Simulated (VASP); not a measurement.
# SnO in VASP: a series of runs

Runs on SnO. Level: PBE+D3(BJ). Tasks: single point.

Program: VASP 6.6.1. These are calculated values, not measurements. Logs are shortened: lines on timing, memory, paths and dates and some standing lists are left out, and cuts for length are marked.

## Step 1: The cell of the first run

The cell holds a slab with vacuum, 8 atoms: a = 3.820 Å, b = 3.820 Å, c = 22.226 Å, α = 90.00°, β = 90.00°, γ = 90.00°.

## Step 2: Single point, PBE+D3(BJ)

File INCAR:

```
PREC = Accurate
ENCUT = 520
EDIFF = 1E-6
ISMEAR = 0
SIGMA = 0.05
LREAL = False
LASPH = True
NELM = 80
ALGO = Normal
ISIF = 2
LWAVE = False
LCHARG = False
LDIPOL = True
IDIPOL = 3
DIPOL = 0.5 0.5 0.408
GGA = PE
IVDW = 12
NBANDS = 50
```

File KPOINTS:

```
Automatic mesh
0
Gamma
  7 7 1
```

File POSCAR:

```
SnO
1.0
    3.8201527101      0.0002954416      0.0000000000
   -0.0003145269      3.8201527086      0.0000000000
    0.0000000000      0.0000000000     22.2260751773
Sn O
4 4
Direct
    0.9999452874      0.9999452874      0.2024648960
    0.4999452874      0.4999452874      0.3087831537
    0.6249452874      0.7499452874      0.5067488299
    1.1249452874      1.2499452874      0.6130670876
    0.9999461031      0.4999461031      0.2556240249
    0.4999461031      0.9999461031      0.2556240249
    0.6249444717      1.2499444717      0.5599079587
    1.1249444717      0.7499444717      0.5599079587
```

Potentials or basis: VASP PAW PBE potentials, release 64 (Sn_d, O).

On the command line:

```sh
$ cat potpaw_PBE.64/Sn_d/POTCAR potpaw_PBE.64/O/POTCAR > POTCAR
$ mpirun -np 1 vasp_std > vasp.out
```

OUTCAR:

```text
PREC = Accurate
   ENCUT = 520
   EDIFF = 1E-6
   ISMEAR = 0
   LREAL = False
   LASPH = True
   NELM = 80
   ISIF = 2
   GGA = PE
   IVDW = 12
 IVDW          = 12

 ion  position               nearest neighbor table
   1  1.000  1.000  0.202-   6 2.25   5 2.25   6 2.25   5 2.25   2 3.59   2 3.59   2 3.59   2 3.59

   2  0.500  0.500  0.309-   5 2.25   6 2.25   5 2.25   6 2.25   1 3.59   1 3.59   1 3.59   1 3.59

   3  0.625  0.750  0.507-   8 2.25   7 2.25   8 2.25   7 2.25   4 3.59   4 3.59   4 3.59   4 3.59

   4  0.125  0.250  0.613-   7 2.25   8 2.25   7 2.25   8 2.25   3 3.59   3 3.59   3 3.59   3 3.59

   5  1.000  0.500  0.256-   2 2.25   1 2.25   2 2.25   1 2.25
   6  0.500  1.000  0.256-   2 2.25   1 2.25   2 2.25   1 2.25
   7  0.625  0.250  0.560-   3 2.25   4 2.25   3 2.25   4 2.25
   8  0.125  0.750  0.560-   3 2.25   4 2.25   3 2.25   4 2.25

  LATTYP: Found a simple tetragonal cell.
 ALAT       =     3.8201527215
 C/A-ratio  =     5.8181116823

  Lattice vectors:

 A1 = (   3.8201527101,   0.0002954416,   0.0000000000)
 A2 = (  -0.0003145269,   3.8201527086,   0.0000000000)
 A3 = (   0.0000000000,   0.0000000000,  22.2260751773)

Analysis of symmetry for initial positions (statically):
=====================================================================
 Subroutine PRICEL returns:
 Original cell was already a primitive cell.

 Routine SETGRP: Setting up the symmetry group for a
 simple tetragonal supercell.

 Subroutine GETGRP returns: Found  2 space group operations
 (whereof  1 operations were pure point group operations)
 out of a pool of 16 trial point group operations.

The static configuration has the point symmetry C_1 .
 The point group associated with its full space group is S_2 .

Analysis of symmetry for dynamics (positions and initial velocities):
=====================================================================
 Subroutine PRICEL returns:
 Original cell was already a primitive cell.

 Routine SETGRP: Setting up the symmetry group for a
 simple tetragonal supercell.

 Subroutine GETGRP returns: Found  2 space group operations
 (whereof  1 operations were pure point group operations)
 out of a pool of 16 trial point group operations.

The dynamic configuration has the point symmetry C_1 .
 The point group associated with its full space group is S_2 .

 Subroutine INISYM returns: Found  2 space group operations
 (whereof  1 operations are pure point group operations),
 and found     1 'primitive' translations

----------------------------------------------------------------------------------------

                                     Primitive cell

  volume of cell :     324.3577

  direct lattice vectors                    reciprocal lattice vectors
     3.820152710  0.000295442  0.000000000     0.261769638  0.000021552  0.000000000
    -0.000314527  3.820152709  0.000000000    -0.000020245  0.261769639  0.000000000
     0.000000000  0.000000000 22.226075177     0.000000000  0.000000000  0.044992199

  length of vectors
     3.820152722  3.820152722 22.226075177     0.261769639  0.261769639  0.044992199

  position of ions in fractional coordinates (direct lattice)
     0.999945287  0.999945287  0.202464896
     0.499945287  0.499945287  0.308783154
     0.624945287  0.749945287  0.506748830
     0.124945287  0.249945287  0.613067088
     0.999946103  0.499946103  0.255624025
     0.499946103  0.999946103  0.255624025
     0.624944472  0.249944472  0.559907959
     0.124944472  0.749944472  0.559907959

  ion indices of the primitive-cell ions
   primitive index   ion index
                 1           1
                 2           2
                 3           3
                 4           4
                 5           5
                 6           6
                 7           7
                 8           8

----------------------------------------------------------------------------------------

 KPOINTS: Automatic mesh

Automatic generation of k-mesh.
 Grid dimensions read from file:
 generate k-points for:    7    7    1

 Generating k-lattice:

  Cartesian coordinates                     Fractional coordinates (reciprocal lattice)
     0.037395663  0.000003079  0.000000000     0.142857143  0.000000000  0.000000000
    -0.000002892  0.037395663  0.000000000     0.000000000  0.142857143  0.000000000
     0.000000000  0.000000000  0.044992199     0.000000000  0.000000000  1.000000000

  Length of vectors
     0.037395663  0.037395663  0.044992199

  Shift w.r.t. Gamma in fractional coordinates (k-lattice)
     0.000000000  0.000000000  0.000000000

 Subroutine IBZKPT returns following result:
 ===========================================

 Found     25 irreducible k-points:

 Following reciprocal coordinates:
            Coordinates               Weight
  0.000000  0.000000  0.000000      1.000000
  0.142857  0.000000  0.000000      2.000000
  0.000000  0.142857  0.000000      2.000000
  0.285714  0.000000  0.000000      2.000000
 -0.000000  0.285714  0.000000      2.000000
  0.428571  0.000000  0.000000      2.000000
[... 16 lines left out ...]
  0.285714  0.428571  0.000000      2.000000
  0.428571  0.428571  0.000000      2.000000
   k-points           NKPTS =     25   k-points in BZ     NKDIM =     25   number of bands    NBANDS=     50
   number of dos      NEDOS =    301   number of ions     NIONS =      8
   total plane-waves  NPLWV = 131712
   dimension x,y,z NGX =    28 NGY =   28 NGZ =  168
   dimension x,y,z NGXF=    56 NGYF=   56 NGZF=  336
   ions per type =               4   4
   NGX,Y,Z   is equivalent  to a cutoff of  12.19, 12.19, 12.57 a.u.
   NGXF,Y,Z  is equivalent  to a cutoff of  24.37, 24.37, 25.13 a.u.
 SYSTEM =  unknown system
   PREC   = accura    normal or accurate (medium, high low for compatibility)
   ISTART =      0    job   : 0-new  1-cont  2-samecut
   ICHARG =      2    charge: 1-file 2-atom 10-const
   ISPIN  =      1    spin polarized calculation?
   LNONCOLLINEAR =      F non collinear calculations
   LSORBIT =      F    spin-orbit coupling
   LASPH  =      T    aspherical Exc in radial PAW
   ENCUT  =  520.0 eV  38.22 Ry    6.18 a.u.   7.10  7.10 41.33*2*pi/ulx,y,z
   NELM   =     80;   NELMIN=  2; NELMDL= -5     # of ELM steps
   EDIFF  = 0.1E-05   stopping-criterion for ELM
   LREAL  =      F    real-space projection
   EDIFFG = 0.1E-04   stopping-criterion for IOM
   NSW    =      0    number of steps for IOM
   IBRION =     -1    ionic relax: 0-MD 1-quasi-New 2-CG
   NFREE  =      0    steps in history (QN), initial steepest desc. (CG)
   ISIF   =      2    stress and relaxation
   ISYM   =      2    0-nonsym 1-usesym 2-fastsym
   POTIM  = 0.5000    time-step for ionic-motion
   TEBEG  =    0.0;   TEEND  =   0.0 temperature during run
   PSTRESS=    0.0 pullay stress
   NELECT =      80.0000    total number of electrons
   NUPDOWN=      -1.0000    fix difference up-down
   EMIN   =  10.00;   EMAX   =-10.00  energy-range for DOS
   EFERMI =   0.00;   METHOD = LEGACY
   ISMEAR =     0;   SIGMA  =   0.05  broadening in eV -4-tet -1-fermi 0-gaus
   EFERMI_NEDOS =   21; number of points for ismear=-14 and -15
   IALGO  =     38    algorithm
   IMIX   =      4    mixing-type and parameters
     AMIX     =   0.40;   BMIX     =  1.00
     AMIX_MAG =   1.60;   BMIX_MAG =  1.00
  volume/ion in A,a.u.               =      40.54       273.61
  Fermi-wavevector in a.u.,A,eV,Ry     =   1.026668  1.940121 14.341186  1.054047
  Thomas-Fermi vector in A             =   2.160573
   LORBIT       =      0    0 simple, 1 ext, 2 COOP (PROOUT), +10 PAW based schemes
   GGA     = PE    functional components
   LHFCALC =     F    Hartree Fock is set to
   AEXX    =    0.0000 exact exchange contribution
   IVDW    =    12    specifies the selected vdW correction
   LEPSILON=     F    determine dielectric tensor
   LRPA    =     F    only Hartree local field effects (RPA)
 non-spin polarized calculation
 Gauss-broadening in eV      SIGMA  =   0.05
  energy-cutoff  :      520.00
  volume of cell :      324.36
 maximum number of plane-waves:      8769
   NGX = 15   NGY = 15   NGZ = 83

 dipolmoment           0.000000      0.000000      0.000004 electrons x Angstroem

 number of electron      79.9999970 magnetization

 dipolmoment           0.000000      0.000000     -0.000000 electrons x Angstroem

 Free energy of the ion-electron system (eV)
  ---------------------------------------------------
  ext. energy  EPLUGINS =         0.00000000
  ---------------------------------------------------
  free energy    TOTEN  =       -45.16028471 eV

  energy without entropy =      -45.16028471  energy(sigma->0) =      -45.16028471

 E-fermi :   0.0625     XC(G=0):  -5.3384

 val. band max:       -0.2438030420   @ k =  -0.1429   0.1429   0.0000
 cond. band min:       2.3301310443   @ k =   0.0000   0.0000   0.0000
 fundamental gap:      2.5739340863
 Fermi energy:         0.0624928910

 k-point     1 :       0.0000    0.0000    0.0000
  band No.  band energies     occupation
      1     -21.0499      2.00000
      2     -21.0499      2.00000
      3     -20.6892      2.00000
      4     -20.6892      2.00000
      5     -20.6515      2.00000
      6     -20.6513      2.00000
[... 42 lines left out ...]
     49       5.1953      0.00000
     50       5.2144      0.00000

 k-point     2 :       0.1429    0.0000    0.0000
  band No.  band energies     occupation
      1     -21.0409      2.00000
      2     -21.0409      2.00000
      3     -20.6899      2.00000
      4     -20.6898      2.00000
      5     -20.6531      2.00000
      6     -20.6531      2.00000
[... 42 lines left out ...]
     49       5.3221      0.00000
     50       5.5027      0.00000

 k-point     3 :       0.0000    0.1429    0.0000
  band No.  band energies     occupation
      1     -21.0409      2.00000
      2     -21.0409      2.00000
      3     -20.6899      2.00000
      4     -20.6898      2.00000
      5     -20.6533      2.00000
      6     -20.6531      2.00000
[... 42 lines left out ...]
     49       5.3724      0.00000
     50       5.4948      0.00000

 k-point     4 :       0.2857    0.0000    0.0000
  band No.  band energies     occupation
      1     -21.0160      2.00000
      2     -21.0159      2.00000
      3     -20.7864      2.00000
      4     -20.7862      2.00000
      5     -20.6574      2.00000
      6     -20.6574      2.00000
[... 999 lines left out ...]
 k-point    23 :       0.2857    0.4286    0.0000
  band No.  band energies     occupation
      1     -20.9850      2.00000
      2     -20.9848      2.00000
      3     -20.9428      2.00000
      4     -20.9428      2.00000
      5     -20.6543      2.00000
      6     -20.6542      2.00000
[... 42 lines left out ...]
     49       5.7620      0.00000
     50       6.1736      0.00000

 k-point    24 :       0.4286    0.4286    0.0000
  band No.  band energies     occupation
      1     -20.9909      2.00000
      2     -20.9906      2.00000
      3     -20.9768      2.00000
      4     -20.9767      2.00000
      5     -20.6562      2.00000
      6     -20.6561      2.00000
[... 42 lines left out ...]
     49       6.0381      0.00000
     50       6.2758      0.00000

 [... further k-points ...]

------------------------ aborting loop because EDIFF is reached ----------------------------------------

 vacuum level on the upper side and lower side of the slab       (xc-potential included)        -0.148        -0.148

 Edisp (eV)   -1.22185

 E8    (eV) :    -0.5401

  FORCE on cell =-STRESS in cart. coord.  units (eV):
  Direction    XX          YY          ZZ          XY          YZ          ZX
  --------------------------------------------------------------------------------------
  -------------------------------------------------------------------------------------
  Total       0.18142     0.20024     0.04024     0.01193     0.15258     0.08921
  in kB       0.89611     0.98911     0.19876     0.05892     0.75368     0.44065
  external pressure =        0.69 kB  Pullay stress =        0.00 kB

 VOLUME and BASIS-vectors are now :
 -----------------------------------------------------------------------------
  energy-cutoff  :      520.00
  volume of cell :      324.36
      direct lattice vectors                 reciprocal lattice vectors
     3.820152710  0.000295442  0.000000000     0.261769638  0.000021552  0.000000000
    -0.000314527  3.820152709  0.000000000    -0.000020245  0.261769639  0.000000000
     0.000000000  0.000000000 22.226075177     0.000000000  0.000000000  0.044992199

 POSITION                                       TOTAL-FORCE (eV/Angst)
 -----------------------------------------------------------------------------------
      3.81963      3.82024      4.50000        -0.001661     -0.002852     -0.084973
      1.90971      1.91002      6.86304        -0.007744     -0.014800      0.120694
      2.38715      2.86509     11.26304         0.007744      0.014800     -0.120694
      0.47723      0.95487     13.62608         0.001661      0.002852      0.084973
      3.81979      1.91017      5.68152        -0.009236      0.005655      0.003539
      1.90956      3.82009      5.68152         0.003406     -0.014731      0.003448
      2.38730      0.95501     12.44456        -0.003406      0.014731     -0.003448
      0.47707      2.86494     12.44456         0.009236     -0.005655     -0.003539
 -----------------------------------------------------------------------------------
    total drift:                               -0.000003     -0.000003     -0.000002

  FREE ENERGIE OF THE ION-ELECTRON SYSTEM (eV)
  ---------------------------------------------------
  free  energy   TOTEN  =       -46.3821379443 eV

  energy  without entropy=      -46.3821379443  energy(sigma->0) =      -46.38213794

 vacuum level on the upper side and lower side of the slab         4.796         4.796
```

It took 7.2 min on 1 thread of Intel Xeon Platinum 8488C (Sapphire Rapids), shared host; peak memory 0.52 GiB.

What came out:

- Free energy: -46.3821 eV
- Largest force: 0.122 eV/Å
- Band gap on the k mesh: 2.57 eV, indirect (least direct gap 2.60 eV)
- Dispersion energy per atom: -0.153 eV

Forces in eV/Å, atoms in the order of the input:
```
Sn  -0.002 -0.003 -0.085
Sn  -0.008 -0.015  0.121
Sn   0.008  0.015 -0.121
Sn   0.002  0.003  0.085
O   -0.009  0.006  0.004
O    0.003 -0.015  0.003
O   -0.003  0.015 -0.003
O    0.009 -0.006 -0.004
```

Caveat: spin-orbit coupling is left out, which moves the levels of the heavy elements.

## Step 3: Single point, PBE+D3(BJ)

File INCAR:

```
ALGO     = Normal         # electronic algorithm
DIPOL    = 0.5 0.5 0.408
EDIFF    = 1E-6           # SCF threshold, eV
ENCUT    = 520            # plane-wave cutoff, eV
GGA      = PE             # functional
IDIPOL   = 3            
ISIF     = 2              # what is computed and relaxed
ISMEAR   = 0              # smearing method
IVDW     = 12             # dispersion correction
LASPH    = True           # aspherical terms in the spheres
LCHARG   = True           # write CHGCAR
LDIPOL   = True         
LELF     = True           # ELF
LREAL    = False          # projectors in reciprocal space
LVACPOTAV= True         
LVHAR    = True         
LWAVE    = False          # write WAVECAR
NBANDS   = 50             # bands
NELM     = 60             # most SCF steps
PREC     = Accurate       # precision mode
SIGMA    = 0.05           # smearing width, eV
```

File KPOINTS:

```
k-points
0
Gamma
  7 7 1
```

File POSCAR:

```
SnO
1.0
    3.8201527101      0.0002954416      0.0000000000
   -0.0003145269      3.8201527086      0.0000000000
    0.0000000000      0.0000000000     22.2260751773
Sn O
4 4
Direct
    0.9999452874      0.9999452874      0.2024648960
    0.4999452874      0.4999452874      0.3087831537
    0.6249452874      0.8749452874      0.5067488299
    1.1249452874      1.3749452874      0.6130670876
    0.9999461031      0.4999461031      0.2556240249
    0.4999461031      0.9999461031      0.2556240249
    0.6249444717      1.3749444717      0.5599079587
    1.1249444717      0.8749444717      0.5599079587
```

Potentials or basis: VASP PAW PBE potentials, release 64 (Sn_d, O).

On the command line:

```sh
$ cat potpaw_PBE.64/Sn_d/POTCAR potpaw_PBE.64/O/POTCAR > POTCAR
$ mpirun -np 1 vasp_std > vasp.out
```

Wall time 6.4 min (1 thread of AMD EPYC 9R45 (Zen 5), shared host); peak memory 0.5 GiB.

It converged, with:

| Quantity | Value |
| --- | --- |
| Free energy | -46.3934 eV |
| Largest force | 0.144 eV/Å |
| Band gap on the k mesh | 2.58 eV, indirect (least direct gap 2.61 eV) |
| Dispersion energy per atom | -0.153 eV |

Forces in eV/Å, atoms in the order of the input:
```
Sn  -0.001 -0.002 -0.084
Sn  -0.005 -0.010  0.144
Sn   0.005  0.010 -0.144
Sn   0.001  0.002  0.084
O   -0.008  0.004  0.006
O    0.003 -0.010  0.006
O   -0.003  0.010 -0.006
O    0.008 -0.004 -0.006
```

Levels at points of the mesh, in eV from the valence-band top:
```
           k point  band 36  band 37  band 38  band 39  band 40  band 41  band 42  band 43  band 44  band 45
(0.00, 0.00, 0.00)    -1.89    -1.89    -1.89    -0.50    -0.03     2.58     2.92     2.92     3.73     4.93
```

Caveat: spin-orbit coupling is left out, which moves the levels of the heavy elements.
